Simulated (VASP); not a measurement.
# Zr (P6_3/mmc) in VASP: further runs

The runs below take Zr through relaxation of cell and atoms, with r2SCAN.

Everything below comes from runs of VASP 6.6.1. Logs are shortened: lines on timing, memory, paths and dates and some standing lists are left out, and cuts for length are marked.

## Step 1: The cell of the first run

The structure is hexagonal, space group P6_3/mmc (No. 194). The conventional cell has a = 3.232 Å, b = 3.232 Å, c = 5.147 Å, α = 90.00°, β = 90.00°, γ = 120.00°. Within 4.2 Å of Zr (site symmetry -6m2) lie 12 Zr at 3.18 to 3.23 Å.

## Step 2: Relaxation of cell and atoms, r2SCAN, target pressure 10 GPa, at which the enthalpy is minimised

Contents of POSCAR:

```
Zr
1.0
    3.2320000000      0.0000000000      0.0000000000
   -1.6160000000      2.7989941050      0.0000000000
    0.0000000000      0.0000000000      5.1470000000
Zr
2
Direct
    0.6666666667      0.3333333333      0.7500000000
    0.3333333333      0.6666666667      0.2500000000
```

Contents of INCAR.step1:

```
ALGO     = Normal         # electronic algorithm
EDIFF    = 1E-4           # SCF threshold, eV
ENCUT    = 600            # plane-wave cutoff, eV
GGA      = PE             # functional
ISMEAR   = -1             # smearing method
LASPH    = T              # aspherical terms in the spheres
LCHARG   = F              # write CHGCAR
LREAL    = F              # projectors in reciprocal space
LWAVE    = T              # write WAVECAR
NELM     = 100            # most SCF steps
PREC     = Accurate       # precision mode
SIGMA    = 0.05           # smearing width, eV
```

Contents of INCAR.step2:

```
ALGO     = Normal         # electronic algorithm
EDIFF    = 1E-7           # SCF threshold, eV
EDIFFG   = -0.01          # ionic threshold
ENCUT    = 600            # plane-wave cutoff, eV
IBRION   = 2              # ionic algorithm
ISIF     = 3              # what is computed and relaxed
ISMEAR   = -1             # smearing method
ISTART   = 1            
LASPH    = T              # aspherical terms in the spheres
LCHARG   = F              # write CHGCAR
LMIXTAU  = T            
LREAL    = F              # projectors in reciprocal space
LWAVE    = F              # write WAVECAR
METAGGA  = R2SCAN         # meta-GGA
NELM     = 100            # most SCF steps
NSW      = 60             # ionic steps
PREC     = Accurate       # precision mode
PSTRESS  = 100.0        
SIGMA    = 0.05           # smearing width, eV
```

Contents of KPOINTS:

```
k-points
0
Gamma
  9 9 5
```

Potentials or basis: VASP PAW PBE potentials, release 64 (Zr_sv).

On the command line:

```sh
cat potpaw_PBE.64/Zr_sv/POTCAR > POTCAR
cp INCAR.step1 INCAR
mpirun -np 1 vasp_std > vasp.out
cp INCAR.step2 INCAR
mpirun -np 1 vasp_std > vasp.out
```

OUTCAR:

```text
EDIFF = 1E-7
   EDIFFG = -0.01
   ENCUT = 600
   IBRION = 2
   ISIF = 3
   ISMEAR = -1
   ISTART = 1
   LASPH = T
   LREAL = F
   METAGGA = R2SCAN
   NELM = 100
   NSW = 60
   PREC = Accurate
   PSTRESS = 100.0

 ion  position               nearest neighbor table
   1  0.667  0.333  0.750-   2 3.18   2 3.18   2 3.18   2 3.18   2 3.18   2 3.18
   2  0.333  0.667  0.250-   1 3.18   1 3.18   1 3.18   1 3.18   1 3.18   1 3.18

  LATTYP: Found a hexagonal cell.
 ALAT       =     3.2320000000
 C/A-ratio  =     1.5925123762

  Lattice vectors:

 A1 = (   3.2320000000,   0.0000000000,   0.0000000000)
 A2 = (  -1.6160000000,   2.7989941050,   0.0000000000)
 A3 = (   0.0000000000,   0.0000000000,   5.1470000000)

Analysis of symmetry for initial positions (statically):
=====================================================================
 Subroutine PRICEL returns:
 Original cell was already a primitive cell.

 Routine SETGRP: Setting up the symmetry group for a
 hexagonal supercell.

 Subroutine GETGRP returns: Found 24 space group operations
 (whereof 12 operations were pure point group operations)
 out of a pool of 24 trial point group operations.

The static configuration has the point symmetry D_3d.
 The point group associated with its full space group is D_6h.

Analysis of symmetry for dynamics (positions and initial velocities):
=====================================================================
 Subroutine PRICEL returns:
 Original cell was already a primitive cell.

 Routine SETGRP: Setting up the symmetry group for a
 hexagonal supercell.

 Subroutine GETGRP returns: Found 24 space group operations
 (whereof 12 operations were pure point group operations)
 out of a pool of 24 trial point group operations.

The dynamic configuration has the point symmetry D_3d.
 The point group associated with its full space group is D_6h.

 Subroutine INISYM returns: Found 24 space group operations
 (whereof 12 operations are pure point group operations),
 and found     1 'primitive' translations

----------------------------------------------------------------------------------------

                                     Primitive cell

  volume of cell :      46.5616

  direct lattice vectors                    reciprocal lattice vectors
     3.232000000  0.000000000  0.000000000     0.309405941  0.178635603  0.000000000
    -1.616000000  2.798994105  0.000000000     0.000000000  0.357271206  0.000000000
     0.000000000  0.000000000  5.147000000     0.000000000  0.000000000  0.194287935

  length of vectors
     3.232000000  3.232000000  5.147000000     0.357271206  0.357271206  0.194287935

  position of ions in fractional coordinates (direct lattice)
     0.666666667  0.333333333  0.750000000
     0.333333333  0.666666667  0.250000000

  ion indices of the primitive-cell ions
   primitive index   ion index
                 1           1
                 2           2

----------------------------------------------------------------------------------------

 KPOINTS: k-points

Automatic generation of k-mesh.
 Grid dimensions read from file:
 generate k-points for:    9    9    5

 Generating k-lattice:

  Cartesian coordinates                     Fractional coordinates (reciprocal lattice)
     0.034378438  0.019848400  0.000000000     0.111111111  0.000000000  0.000000000
     0.000000000  0.039696801  0.000000000     0.000000000  0.111111111  0.000000000
     0.000000000  0.000000000  0.038857587     0.000000000  0.000000000  0.200000000

  Length of vectors
     0.039696801  0.039696801  0.038857587

  Shift w.r.t. Gamma in fractional coordinates (k-lattice)
     0.000000000  0.000000000  0.000000000

 Subroutine IBZKPT returns following result:
 ===========================================

 Found     36 irreducible k-points:

 Following reciprocal coordinates:
            Coordinates               Weight
  0.000000  0.000000  0.000000      1.000000
  0.111111  0.000000  0.000000      6.000000
  0.222222  0.000000  0.000000      6.000000
  0.333333  0.000000  0.000000      6.000000
  0.444444  0.000000  0.000000      6.000000
  0.111111  0.111111  0.000000      6.000000
[... 16 lines left out ...]
  0.333333  0.222222  0.200000     24.000000
  0.333333  0.333333  0.200000      4.000000
 [... further k-points ...]
   k-points           NKPTS =     36   k-points in BZ     NKDIM =     36   number of bands    NBANDS=     16
   number of dos      NEDOS =    301   number of ions     NIONS =      2
   total plane-waves  NPLWV =  32928
   dimension x,y,z NGX =    28 NGY =   28 NGZ =   42
   dimension x,y,z NGXF=    56 NGYF=   56 NGZF=   84
   ions per type =               2
   NGX,Y,Z   is equivalent  to a cutoff of  14.40, 14.40, 13.57 a.u.
   NGXF,Y,Z  is equivalent  to a cutoff of  28.80, 28.80, 27.13 a.u.
 SYSTEM =  unknown system
   PREC   = accura    normal or accurate (medium, high low for compatibility)
   ISTART =      1    job   : 0-new  1-cont  2-samecut
   ICHARG =      0    charge: 1-file 2-atom 10-const
   ISPIN  =      1    spin polarized calculation?
   LNONCOLLINEAR =      F non collinear calculations
   LSORBIT =      F    spin-orbit coupling
   LASPH  =      T    aspherical Exc in radial PAW
   ENCUT  =  600.0 eV  44.10 Ry    6.64 a.u.   6.46  6.46 10.28*2*pi/ulx,y,z
   NELM   =    100;   NELMIN=  2; NELMDL=  0     # of ELM steps
   EDIFF  = 0.1E-06   stopping-criterion for ELM
   LREAL  =      F    real-space projection
   EDIFFG = -.1E-01   stopping-criterion for IOM
   NSW    =     60    number of steps for IOM
   IBRION =      2    ionic relax: 0-MD 1-quasi-New 2-CG
   NFREE  =      1    steps in history (QN), initial steepest desc. (CG)
   ISIF   =      3    stress and relaxation
   ISYM   =      2    0-nonsym 1-usesym 2-fastsym
   POTIM  = 0.5000    time-step for ionic-motion
   TEBEG  =    0.0;   TEEND  =   0.0 temperature during run
   PSTRESS=  100.0 pullay stress
   NELECT =      24.0000    total number of electrons
   NUPDOWN=      -1.0000    fix difference up-down
   EMIN   =  10.00;   EMAX   =-10.00  energy-range for DOS
   EFERMI =   0.00;   METHOD = LEGACY
   ISMEAR =    -1;   SIGMA  =   0.05  broadening in eV -4-tet -1-fermi 0-gaus
   EFERMI_NEDOS =   21; number of points for ismear=-14 and -15
   IALGO  =     38    algorithm
   IMIX   =      4    mixing-type and parameters
     AMIX     =   0.40;   BMIX     =  1.00
     AMIX_MAG =   1.60;   BMIX_MAG =  1.00
  volume/ion in A,a.u.               =      23.28       157.11
  Fermi-wavevector in a.u.,A,eV,Ry     =   1.312611  2.480475 23.442130  1.722948
  Thomas-Fermi vector in A             =   2.442991
   LORBIT       =      0    0 simple, 1 ext, 2 COOP (PROOUT), +10 PAW based schemes
   METAGGA = R2SCAN    functional components
   LHFCALC =     F    Hartree Fock is set to
   AEXX    =    0.0000 exact exchange contribution
   IVDW    =     0    specifies the selected vdW correction
   LEPSILON=     F    determine dielectric tensor
   LRPA    =     F    only Hartree local field effects (RPA)
 conjugate gradient relaxation of ions
 non-spin polarized calculation
  energy-cutoff  :      600.00
  volume of cell :       46.56
 maximum number of plane-waves:      1572
 NGX is ok and might be reduce to    28
   NGX = 13   NGY = 13   NGZ = 21

--------------------------------------- Ionic step        1  -------------------------------------------

 number of electron      24.0000000 magnetization

 Free energy of the ion-electron system (eV)
  ---------------------------------------------------
  ext. energy  EPLUGINS =         0.00000000
  ---------------------------------------------------
  free energy    TOTEN  =       -45.50953985 eV

  energy without entropy =      -45.49795617  energy(sigma->0) =      -45.50374801

------------------------ aborting loop because EDIFF is reached ----------------------------------------

  FORCE on cell =-STRESS in cart. coord.  units (eV):
  Direction    XX          YY          ZZ          XY          YZ          ZX
  --------------------------------------------------------------------------------------
  -------------------------------------------------------------------------------------
  Total        0.2378274      0.2378274      0.2857856      0.0000000     -0.0000000      0.0000000
  in kB        8.1836112      8.1836112      9.8338454      0.0000000     -0.0000000      0.0000000
  external PRESSURE =     -91.2663107 kB  Pullay stress =     100.0000000 kB
[... 215 lines left out ...]
--------------------------------------- Ionic step        7  -------------------------------------------

 number of electron      24.0000000 magnetization

 E-fermi :  10.0100     XC(G=0): -12.3736

 val. band max:        9.9958083738   @ k =   0.3333   0.3333   0.4000
 cond. band min:      10.0480324832   @ k =   0.2222   0.2222   0.4000
 fundamental gap:      0.0522241094
 Fermi energy:        10.0099762234

 k-point     1 :       0.0000    0.0000    0.0000
  band No.  band energies     occupation
      1     -40.3983      2.00000
      2     -40.1704      2.00000
      3     -18.4185      2.00000
      4     -17.2336      2.00000
      5     -17.2336      2.00000
      6     -17.0639      2.00000
[... 433 lines left out ...]
      3     -17.9787      2.00000
      4     -17.9670      2.00000
      5     -17.9670      2.00000
      6     -17.6303      2.00000
[... 8 lines left out ...]
     15      12.0738      0.00000
     16      14.2773      0.00000

 [... further k-points ...]

------------------------ aborting loop because EDIFF is reached ----------------------------------------

  FORCE on cell =-STRESS in cart. coord.  units (eV):
  Direction    XX          YY          ZZ          XY          YZ          ZX
  --------------------------------------------------------------------------------------
  -------------------------------------------------------------------------------------
  Total        2.7290650      2.7290650      2.7328765      0.0000000      0.0000000      0.0000000
  in kB      102.0421690    102.0421690    102.1846863      0.0000000      0.0000000      0.0000000
  external PRESSURE =       2.0896748 kB  Pullay stress =     100.0000000 kB
[... 63 lines left out ...]
--------------------------------------- Ionic step        9  -------------------------------------------

 number of electron      24.0000000 magnetization

 Free energy of the ion-electron system (eV)
  ---------------------------------------------------
  ext. energy  EPLUGINS =         0.00000000
  ---------------------------------------------------
  free energy    TOTEN  =       -45.39155472 eV

  energy without entropy =      -45.37823630  energy(sigma->0) =      -45.38489551

 E-fermi :   9.9896     XC(G=0): -12.3648

 val. band max:        9.9735292900   @ k =   0.3333   0.3333   0.4000
 cond. band min:      10.0286923243   @ k =   0.2222   0.2222   0.4000
 fundamental gap:      0.0551630343
 Fermi energy:         9.9896189240

 k-point     1 :       0.0000    0.0000    0.0000
  band No.  band energies     occupation
      1     -40.4212      2.00000
      2     -40.1949      2.00000
      3     -18.4377      2.00000
      4     -17.2587      2.00000
      5     -17.2587      2.00000
      6     -17.0903      2.00000
[... 433 lines left out ...]
      3     -17.9999      2.00000
      4     -17.9884      2.00000
      5     -17.9884      2.00000
      6     -17.6534      2.00000
[... 8 lines left out ...]
     15      12.0502      0.00000
     16      14.2504      0.00000

 [... further k-points ...]

------------------------ aborting loop because EDIFF is reached ----------------------------------------

  FORCE on cell =-STRESS in cart. coord.  units (eV):
  Direction    XX          YY          ZZ          XY          YZ          ZX
  --------------------------------------------------------------------------------------
  -------------------------------------------------------------------------------------
  Total        2.6781307      2.6781307      2.6766963      0.0000000      0.0000000      0.0000000
  in kB       99.9684548     99.9684548     99.9149140      0.0000000      0.0000000      0.0000000
  external PRESSURE =      -0.0493921 kB  Pullay stress =     100.0000000 kB
[... 21 lines left out ...]
  energy  without entropy=      -45.3782363001  energy(sigma->0) =      -45.38489551

  enthalpy is  TOTEN    =       -42.7125789697 eV   P V=        2.6789757548

 reached required accuracy - stopping structural energy minimisation
```

Wall time 9.6 min (1 thread of Intel Xeon 6975P-C (Granite Rapids), shared host); peak memory 0.19 GiB.

Results:

```yaml
Free_energy: -45.3916 eV
Relaxed_volume: 21.46 Å³/atom
Relaxed_cell: a = 3.138 Å, b = 3.138 Å, c = 5.034 Å, α = 90.00°, β = 90.00°, γ = 120.00°
Space_group_after_relaxing_to_0.1_Å: P6_3/mmc (No. 194)
Energy_change_on_relaxing_the_run_minimises_the_enthalpy: +59.0 meV/atom
Ionic_steps: 9
Pressure_after_relaxing: 10.0 GPa
Band_gap_on_the_k_mesh: zero (bands 12 and 13 overlap by 1.29 eV)
```

Step by step:
```
step  energy change (eV)  largest force (eV/Å)  pressure (GPa)  volume (Å³)
   1              0.0000                0.0000            0.87        46.56
   2              0.6512                0.0000           27.13        38.18
   3              0.1108                0.0000            9.67        43.05
   4              0.1175                0.0000            9.98        42.94
   5              0.1219                0.0000           10.19        42.87
   6              0.1223                0.0000           10.20        42.85
   7              0.1226                0.0000           10.21        42.85
   8              0.1122                0.0000            9.72        43.02
   9              0.1180                0.0000           10.00        42.92
```

Final structure:
```xyz
2
Lattice="3.1377 0.0000 0.0000 -1.5688 2.7173 0.0000 0.0000 0.0000 5.0343" Properties=species:S:1:pos:R:3 pbc="T T T"
Zr    1.5688    0.9058    3.7757
Zr    0.0000    1.8115    1.2586
```

Caveat: the cell is relaxed towards a set pressure, so the run minimises the enthalpy, not the energy; the PAW data sets were made with another functional, which shifts forces and pressure a little.

## Step 3: Relaxation of cell and atoms, r2SCAN, target pressure 20 GPa, at which the enthalpy is minimised

POSCAR is that of step 2.

Contents of INCAR.step1:

```
PREC = Accurate
ENCUT = 600
ISMEAR = -1
SIGMA = 0.05
LREAL = False
LASPH = True
NELM = 60
GGA = PE
ALGO = Normal
EDIFF = 1E-4
LWAVE = True
LCHARG = False
```

Contents of INCAR.step2:

```
PREC = Accurate
ENCUT = 600
EDIFF = 1E-6
ISMEAR = -1
SIGMA = 0.05
LREAL = False
LASPH = True
NELM = 60
ALGO = Normal
ISIF = 3
LWAVE = False
LCHARG = False
METAGGA = R2SCAN
LMIXTAU = True
IBRION = 2
NSW = 60
EDIFFG = -0.01
PSTRESS = 200.0
ISTART = 1
```

Contents of KPOINTS:

```
regular mesh
0
Gamma
  9 9 5
```

Potentials or basis: VASP PAW PBE potentials, release 64 (Zr_sv).

On the command line:

```sh
cat potpaw_PBE.64/Zr_sv/POTCAR > POTCAR
cp INCAR.step1 INCAR
mpirun -np 1 vasp_std > vasp.out
cp INCAR.step2 INCAR
mpirun -np 1 vasp_std > vasp.out
```

It took 5.7 min on 1 thread of Intel Xeon 6975P-C (Granite Rapids), shared host; peak memory 0.19 GiB.

It converged, with:

```
Free energy                                                : -45.1117 eV
Relaxed volume                                             : 19.95 Å³/atom
Relaxed cell                                               : a = 3.055 Å, b = 3.055 Å, c = 4.934 Å, α = 90.00°, β = 90.00°, γ = 120.00°
Space group after relaxing (to 0.1 Å)                      : P6_3/mmc (No. 194)
Energy change on relaxing (the run minimises the enthalpy) : +198.9 meV/atom
Ionic steps                                                : 7
Pressure after relaxing                                    : 20.0 GPa
Band gap on the k mesh                                     : zero (bands 12 and 13 overlap by 1.26 eV)
```

Stress tensor (GPa, compression positive):
```
19.96  0.00  0.00
 0.00 19.96  0.00
 0.00  0.00 20.06
```

The path:
```
step  energy change (eV)  largest force (eV/Å)  pressure (GPa)  volume (Å³)
   1              0.0000                0.0000            0.87        46.56
   2              3.1857                0.0000           81.93        30.23
   3              0.3276                0.0000           18.05        40.50
   4              0.3811                0.0000           19.62        40.05
   5              0.3964                0.0000           20.10        39.92
   6              0.3969                0.0000           20.02        39.90
   7              0.3978                0.0000           20.00        39.89
```

Final structure:
```
Zr
1.0
     3.05549    0.00000    0.00000
    -1.52775    2.64613    0.00000
     0.00000    0.00000    4.93425
Zr
2
Direct
  0.66667 0.33333 0.75000
  0.33333 0.66667 0.25000
```

Levels at points of the mesh, in eV from the Fermi level:
| k point | band 10 | band 11 | band 12 | band 13 | band 14 | band 15 |
| --- | --- | --- | --- | --- | --- | --- |
| (0.00, 0.00, 0.00) | -3.67 | 0.98 | 0.98 | 1.02 | 1.66 | 1.86 |

Caveat: the cell is relaxed towards a set pressure, so the run minimises the enthalpy, not the energy; the PAW data sets were made with another functional, which shifts forces and pressure a little.
